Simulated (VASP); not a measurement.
# Fe (Fd-3m) in VASP: further runs

Fe is run at these levels: PBEsol; tasks: single point.

Everything below comes from runs of VASP 6.6.1. Logs are shortened: lines on timing, memory, paths and dates and some standing lists are left out, and cuts for length are marked.

### 1 The cell of the first run

It takes space group Fd-3m (No. 227, cubic). Conventional cell: a = 3.683 Å, b = 3.683 Å, c = 3.683 Å, α = 90.00°, β = 90.00°, γ = 90.00°. Within 2.1 Å of Fe (site symmetry -43m) lie 4 Fe at 1.59 Å.

This isn't the form of Fe at room conditions, which is bcc.

### 2 Single point, PBEsol, collinear spin, ferromagnetic start (6.24 Å³/atom)

POSCAR

```
Fe
1.0
    0.0000000000      1.8413375834      1.8413375834
    1.8413375834      0.0000000000      1.8413375834
    1.8413375834      1.8413375834      0.0000000000
Fe
2
Direct
   -0.1250000000     -0.1250000000     -0.1250000000
    0.1250000000      0.1250000000      0.1250000000
```

INCAR.step1

```
PREC     = Accurate       # precision mode
ENCUT    = 520            # plane-wave cutoff, eV
EDIFF    = 1E-7           # SCF threshold, eV
ISMEAR   = -1             # smearing method
SIGMA    = 0.08           # smearing width, eV
LREAL    = False          # projectors in reciprocal space
LASPH    = True           # aspherical terms in the spheres
NELM     = 150            # most SCF steps
ALGO     = Normal         # electronic algorithm
ISIF     = 2              # what is computed and relaxed
LWAVE    = False          # write WAVECAR
LCHARG   = True           # write CHGCAR
ISPIN    = 2              # spin polarisation
MAGMOM   = 2.5 2.5        # initial moments
LMAXMIX  = 4              # l up to which the mixer works
GGA      = PS             # functional
NBANDS   = 19             # bands
```

KPOINTS.step1

```
Automatic mesh
0
Gamma
  15 15 15
```

INCAR.step2

```
PREC     = Accurate       # precision mode
ENCUT    = 520            # plane-wave cutoff, eV
EDIFF    = 1E-7           # SCF threshold, eV
ISMEAR   = -5             # smearing method
SIGMA    = 0.08           # smearing width, eV
LREAL    = False          # projectors in reciprocal space
LASPH    = True           # aspherical terms in the spheres
NELM     = 150            # most SCF steps
ALGO     = Normal         # electronic algorithm
ISIF     = 2              # what is computed and relaxed
LWAVE    = False          # write WAVECAR
LCHARG   = False          # write CHGCAR
ISPIN    = 2              # spin polarisation
MAGMOM   = 2.5 2.5        # initial moments
LORBIT   = 10             # projections on sites
LMAXMIX  = 4              # l up to which the mixer works
GGA      = PS             # functional
NBANDS   = 19             # bands
NEDOS    = 1001           # points of the DOS
ICHARG   = 11             # starting density
```

KPOINTS.step2

```
Automatic mesh
0
Gamma
  23 23 23
```

Potentials or basis: VASP PAW PBE potentials, release 64 (Fe).

Launch:

```bash
$ cat potpaw_PBE.64/Fe/POTCAR > POTCAR
$ cp INCAR.step1 INCAR
$ cp KPOINTS.step1 KPOINTS
$ mpirun -np 1 vasp_std > vasp.out
$ cp INCAR.step2 INCAR
$ cp KPOINTS.step2 KPOINTS
$ mpirun -np 1 vasp_std > vasp.out
```

OUTCAR:

```text
PREC = Accurate
   ENCUT = 520
   EDIFF = 1E-7
   ISMEAR = -5
   LREAL = False
   LASPH = True
   NELM = 150
   ISIF = 2
   ISPIN = 2
   LORBIT = 10
   GGA = PS
   ICHARG = 11

 ion  position               nearest neighbor table
   1  0.875  0.875  0.875-   2 1.59   2 1.59   2 1.59   2 1.59   2 3.05   2 3.05   2 3.05   2 3.05
                             2 3.05   2 3.05   2 3.05   2 3.05   2 3.05   2 3.05   2 3.05   2 3.05
   2  0.125  0.125  0.125-   1 1.59   1 1.59   1 1.59   1 1.59   1 3.05   1 3.05   1 3.05   1 3.05
                             1 3.05   1 3.05   1 3.05   1 3.05   1 3.05   1 3.05   1 3.05   1 3.05

  LATTYP: Found a face centered cubic cell.
 ALAT       =     3.6826751668

  Lattice vectors:

 A1 = (   0.0000000000,   1.8413375834,   1.8413375834)
 A2 = (   1.8413375834,   0.0000000000,   1.8413375834)
 A3 = (   1.8413375834,   1.8413375834,   0.0000000000)

Analysis of symmetry for initial positions (statically):
=====================================================================
 Subroutine PRICEL returns:
 Original cell was already a primitive cell.

 Routine SETGRP: Setting up the symmetry group for a
 face centered cubic supercell.

 Subroutine GETGRP returns: Found 48 space group operations
 (whereof 12 operations were pure point group operations)
 out of a pool of 48 trial point group operations.

The static configuration has the point symmetry D_3d.
 The point group associated with its full space group is O_h .

Analysis of symmetry for dynamics (positions and initial velocities):
=====================================================================
 Subroutine PRICEL returns:
 Original cell was already a primitive cell.

 Routine SETGRP: Setting up the symmetry group for a
 face centered cubic supercell.

 Subroutine GETGRP returns: Found 48 space group operations
 (whereof 12 operations were pure point group operations)
 out of a pool of 48 trial point group operations.

The dynamic configuration has the point symmetry D_3d.
 The point group associated with its full space group is O_h .

Analysis of structural, dynamic, and magnetic symmetry:
=====================================================================
 Subroutine PRICEL returns:
 Original cell was already a primitive cell.

 Routine SETGRP: Setting up the symmetry group for a
 face centered cubic supercell.

 Subroutine GETGRP returns: Found 48 space group operations
 (whereof 12 operations were pure point group operations)
 out of a pool of 48 trial point group operations.

The overall configuration has the point symmetry D_3d.
 The point group associated with its full space group is O_h .

 Subroutine INISYM returns: Found 48 space group operations
 (whereof 12 operations are pure point group operations),
 and found     1 'primitive' translations

----------------------------------------------------------------------------------------

                                     Primitive cell

  volume of cell :      12.4862

  direct lattice vectors                    reciprocal lattice vectors
     0.000000000  1.841337583  1.841337583    -0.271541734  0.271541734  0.271541734
     1.841337583  0.000000000  1.841337583     0.271541734 -0.271541734  0.271541734
     1.841337583  1.841337583  0.000000000     0.271541734  0.271541734 -0.271541734

  length of vectors
     2.604044583  2.604044583  2.604044583     0.470324079  0.470324079  0.470324079

  position of ions in fractional coordinates (direct lattice)
     0.875000000  0.875000000  0.875000000
     0.125000000  0.125000000  0.125000000

  ion indices of the primitive-cell ions
   primitive index   ion index
                 1           1
                 2           2

----------------------------------------------------------------------------------------

 KPOINTS: Automatic mesh

Automatic generation of k-mesh.
 Grid dimensions read from file:
 generate k-points for:   23   23   23

 Generating k-lattice:

  Cartesian coordinates                     Fractional coordinates (reciprocal lattice)
    -0.011806162  0.011806162  0.011806162     0.043478261  0.000000000  0.000000000
     0.011806162 -0.011806162  0.011806162     0.000000000  0.043478261  0.000000000
     0.011806162  0.011806162 -0.011806162     0.000000000  0.000000000  0.043478261

  Length of vectors
     0.020448873  0.020448873  0.020448873

  Shift w.r.t. Gamma in fractional coordinates (k-lattice)
     0.000000000  0.000000000  0.000000000

 TETIRR: Found   1662 inequivalent tetrahedra from    73002

 Subroutine IBZKPT returns following result:
 ===========================================

 Found    364 irreducible k-points:

 Following reciprocal coordinates:
            Coordinates               Weight
  0.000000  0.000000  0.000000      1.000000
  0.043478  0.000000  0.000000      8.000000
  0.086957  0.000000  0.000000      8.000000
  0.130435  0.000000  0.000000      8.000000
  0.173913  0.000000  0.000000      8.000000
  0.217391  0.000000  0.000000      8.000000
[... 16 lines left out ...]
  0.478261  0.043478  0.000000     24.000000
 -0.478261  0.043478  0.000000     24.000000
 [... further k-points ...]
   k-points           NKPTS =    364   k-points in BZ     NKDIM =    364   number of bands    NBANDS=     19
   number of dos      NEDOS =   1001   number of ions     NIONS =      2
   total plane-waves  NPLWV =   8000
   dimension x,y,z NGX =    20 NGY =   20 NGZ =   20
   dimension x,y,z NGXF=    40 NGYF=   40 NGZF=   40
   ions per type =               2
   NGX,Y,Z   is equivalent  to a cutoff of  12.77, 12.77, 12.77 a.u.
   NGXF,Y,Z  is equivalent  to a cutoff of  25.54, 25.54, 25.54 a.u.
 SYSTEM =  unknown system
   PREC   = accura    normal or accurate (medium, high low for compatibility)
   ISTART =      0    job   : 0-new  1-cont  2-samecut
   ICHARG =     11    charge: 1-file 2-atom 10-const
   ISPIN  =      2    spin polarized calculation?
   LNONCOLLINEAR =      F non collinear calculations
   LSORBIT =      F    spin-orbit coupling
   LASPH  =      T    aspherical Exc in radial PAW
   ENCUT  =  520.0 eV  38.22 Ry    6.18 a.u.   4.84  4.84  4.84*2*pi/ulx,y,z
   NELM   =    150;   NELMIN=  2; NELMDL=  0     # of ELM steps
   EDIFF  = 0.1E-06   stopping-criterion for ELM
   LREAL  =      F    real-space projection
   EDIFFG = 0.1E-05   stopping-criterion for IOM
   NSW    =      0    number of steps for IOM
   IBRION =     -1    ionic relax: 0-MD 1-quasi-New 2-CG
   NFREE  =      0    steps in history (QN), initial steepest desc. (CG)
   ISIF   =      2    stress and relaxation
   ISYM   =      2    0-nonsym 1-usesym 2-fastsym
   POTIM  = 0.5000    time-step for ionic-motion
   TEBEG  =    0.0;   TEEND  =   0.0 temperature during run
   PSTRESS=    0.0 pullay stress
   NELECT =      16.0000    total number of electrons
   NUPDOWN=      -1.0000    fix difference up-down
   EMIN   =  10.00;   EMAX   =-10.00  energy-range for DOS
   EFERMI =   0.00;   METHOD = LEGACY
   ISMEAR =    -5;   SIGMA  =   0.08  broadening in eV -4-tet -1-fermi 0-gaus
   EFERMI_NEDOS =   21; number of points for ismear=-14 and -15
   IALGO  =     38    algorithm
   IMIX   =      4    mixing-type and parameters
     AMIX     =   0.40;   BMIX     =  1.00
     AMIX_MAG =   1.60;   BMIX_MAG =  1.00
  volume/ion in A,a.u.               =       6.24        42.13
  Fermi-wavevector in a.u.,A,eV,Ry     =   1.778162  3.360240 43.019735  3.161861
  Thomas-Fermi vector in A             =   2.843411
   LORBIT       =     10    0 simple, 1 ext, 2 COOP (PROOUT), +10 PAW based schemes
   GGA     = PS    functional components
   LHFCALC =     F    Hartree Fock is set to
   AEXX    =    0.0000 exact exchange contribution
   IVDW    =     0    specifies the selected vdW correction
   LEPSILON=     F    determine dielectric tensor
   LRPA    =     F    only Hartree local field effects (RPA)
 spin polarized calculation
 Fermi weights with tetrahedron method with Bloechl corrections
  energy-cutoff  :      520.00
  volume of cell :       12.49
 maximum number of plane-waves:       344

 number of electron      16.0000001 magnetization      -0.0000005

 Free energy of the ion-electron system (eV)
  ---------------------------------------------------
  ext. energy  EPLUGINS =         0.00000000
  ---------------------------------------------------
  free energy    TOTEN  =        -0.01248071 eV

  energy without entropy =       -0.01248071  energy(sigma->0) =       -0.01248071

 E-fermi :  14.2027     XC(G=0): -16.6054

 val. band max:       14.2034409402   @ k =  -0.4783   0.3043   0.1304
 cond. band min:      14.1407103740   @ k =   0.3478   0.0000   0.0000
 fundamental gap:     -0.0627305662
 Fermi energy:        14.2027127646

 spin component 1

 k-point     1 :       0.0000    0.0000    0.0000
  band No.  band energies     occupation
      1       3.1700      1.00000
      2       5.8721      1.00000
      3       5.8721      1.00000
      4       8.5646      1.00000
      5       8.5646      1.00000
      6       8.5646      1.00000
[... 11 lines left out ...]
     18      41.8110      0.00000
     19      49.1708      0.00000

 k-point     2 :       0.0435    0.0000    0.0000
  band No.  band energies     occupation
      1       3.2423      1.00000
      2       5.8313      1.00000
      3       5.8313      1.00000
      4       8.5618      1.00000
      5       8.6391      1.00000
      6       8.6391      1.00000
[... 476 lines left out ...]
 k-point    24 :      -0.4783    0.0435    0.0000
  band No.  band energies     occupation
      1       5.4212      1.00000
      2       6.0034      1.00000
      3       6.0754      1.00000
      4       8.0652      1.00000
      5       8.1678      1.00000
      6       9.1892      1.00000
[... 11 lines left out ...]
     18      51.3058      0.00000
     19      51.3371      0.00000

 [... further k-points ...]

 spin component 2

 k-point     1 :       0.0000    0.0000    0.0000
  band No.  band energies     occupation
      1       3.1700      1.00000
      2       5.8721      1.00000
      3       5.8721      1.00000
      4       8.5646      1.00000
      5       8.5646      1.00000
      6       8.5646      1.00000
[... 11 lines left out ...]
     18      41.8110      0.00000
     19      49.1708      0.00000

 k-point     2 :       0.0435    0.0000    0.0000
  band No.  band energies     occupation
      1       3.2423      1.00000
      2       5.8313      1.00000
      3       5.8313      1.00000
      4       8.5618      1.00000
      5       8.6391      1.00000
      6       8.6391      1.00000
[... 476 lines left out ...]
 k-point    24 :      -0.4783    0.0435    0.0000
  band No.  band energies     occupation
      1       5.4212      1.00000
      2       6.0034      1.00000
      3       6.0754      1.00000
      4       8.0652      1.00000
      5       8.1678      1.00000
      6       9.1892      1.00000
[... 11 lines left out ...]
     18      51.3058      0.00000
     19      51.3371      0.00000

 [... further k-points ...]
[... 5 lines left out ...]
  --------------------------------------------------------------------------------------
  -------------------------------------------------------------------------------------
  Total       46.5486475     46.5486475     46.5486475      0.0000000      0.0000000      0.0000000
  in kB     5972.9296625   5972.9296625   5972.9296625      0.0000000      0.0000000      0.0000000
  external PRESSURE =    5972.9296625 kB  Pullay stress =       0.0000000 kB

 VOLUME and BASIS-vectors are now :
 -----------------------------------------------------------------------------
  energy-cutoff  :      520.00
  volume of cell :       12.49
      direct lattice vectors                 reciprocal lattice vectors
     0.000000000  1.841337583  1.841337583    -0.271541734  0.271541734  0.271541734
     1.841337583  0.000000000  1.841337583     0.271541734 -0.271541734  0.271541734
     1.841337583  1.841337583  0.000000000     0.271541734  0.271541734 -0.271541734

 POSITION                                       TOTAL-FORCE (eV/Angst)
 -----------------------------------------------------------------------------------
      3.22234      3.22234      3.22234        -0.000000     -0.000000     -0.000000
      0.46033      0.46033      0.46033         0.000000      0.000000      0.000000
 -----------------------------------------------------------------------------------
    total drift:                                0.000000      0.000000     -0.000000

  FREE ENERGIE OF THE ION-ELECTRON SYSTEM (eV)
  ---------------------------------------------------
  free  energy   TOTEN  =        -0.0124807140 eV

  energy  without entropy=       -0.0124807140  energy(sigma->0) =       -0.01248071

 total charge

# of ion       s       p       d       tot
------------------------------------------
    1        0.839   0.992   8.068   9.899
    2        0.839   0.992   8.068   9.899
--------------------------------------------------
tot          1.677   1.985  16.135  19.798

 magnetization (x)

# of ion       s       p       d       tot
------------------------------------------
    1       -0.000   0.000   0.000   0.000
    2       -0.000   0.000   0.000   0.000
--------------------------------------------------
tot         -0.000   0.000   0.000   0.000
```

Run time: 75 s. Hardware: 1 thread of Intel Xeon 6975P-C (Granite Rapids), shared host; peak memory 0.23 GiB.

What came out:

- Net moment: 0.00 μB per cell

Caveat: atoms lie so close that the PAW spheres overlap strongly, which falsifies energies and pressures; the PAW data sets were made with another functional, which shifts forces and pressure a little; tetrahedron occupations give inexact forces and stress in metals.

### 3 Single point, PBEsol, collinear spin, ferromagnetic start

This run uses another cell than the first one, of 13.87 Å³/atom.

POSCAR

```
Fe
1.0
    0.0000000000      2.4028643072      2.4028643072
    2.4028643072      0.0000000000      2.4028643072
    2.4028643072      2.4028643072      0.0000000000
Fe
2
Direct
   -0.1250000000     -0.1250000000     -0.1250000000
    0.1250000000      0.1250000000      0.1250000000
```

INCAR.step1

```
SYSTEM = Fe
ALGO = Normal
EDIFF = 1E-7
ENCUT = 520
GGA = PS
ISIF = 2
ISMEAR = -1
ISPIN = 2
LASPH = .True.
LCHARG = .True.
LMAXMIX = 4
LREAL = .False.
LWAVE = .False.
MAGMOM = 2.5 2.5
NBANDS = 19
NELM = 150
PREC = Accurate
SIGMA = 0.08
```

KPOINTS.step1

```
k-points
0
Gamma
  15 15 15
  0 0 0
```

INCAR.step2

```
SYSTEM = Fe
ALGO = Normal
EDIFF = 1E-7
ENCUT = 520
GGA = PS
ICHARG = 11
ISIF = 2
ISMEAR = -5
ISPIN = 2
LASPH = .True.
LCHARG = .False.
LMAXMIX = 4
LORBIT = 10
LREAL = .False.
LWAVE = .False.
MAGMOM = 2.5 2.5
NBANDS = 19
NEDOS = 1001
NELM = 150
PREC = Accurate
SIGMA = 0.08
```

KPOINTS.step2

```
k-points
0
Gamma
  23 23 23
  0 0 0
```

Potentials or basis: VASP PAW PBE potentials, release 64 (Fe).

Launch:

```bash
$ cat potpaw_PBE.64/Fe/POTCAR > POTCAR
$ cp INCAR.step1 INCAR
$ cp KPOINTS.step1 KPOINTS
$ mpirun -np 1 vasp_std > vasp.out
$ cp INCAR.step2 INCAR
$ cp KPOINTS.step2 KPOINTS
$ mpirun -np 1 vasp_std > vasp.out
```

Run time: 2.7 min. Hardware: 1 thread of Intel Xeon 6975P-C (Granite Rapids), shared host; peak memory 0.37 GiB.

It converged, with:

* Net moment: 0.00 μB per cell
* Valence electrons inside the program's atomic spheres: Fe 7.57

Levels at points of the mesh, in eV from the Fermi level:
Spin up:
```
           k point  band 4  band 5  band 6  band 7  band 8  band 9  band 10  band 11  band 12  band 13
(0.00, 0.00, 0.00)   -2.55   -2.55   -2.55   -0.40   -0.40   -0.40     1.33     1.33    14.70    14.70
```
Spin down:
```tsv
k point	band 5	band 6	band 7	band 8	band 9	band 10	band 11	band 12
(0.00, 0.00, 0.00)	-2.55	-2.55	-0.40	-0.40	-0.40	1.33	1.33	14.70
```

Caveat: the PAW data sets were made with another functional, which shifts forces and pressure a little; tetrahedron occupations give inexact forces and stress in metals.
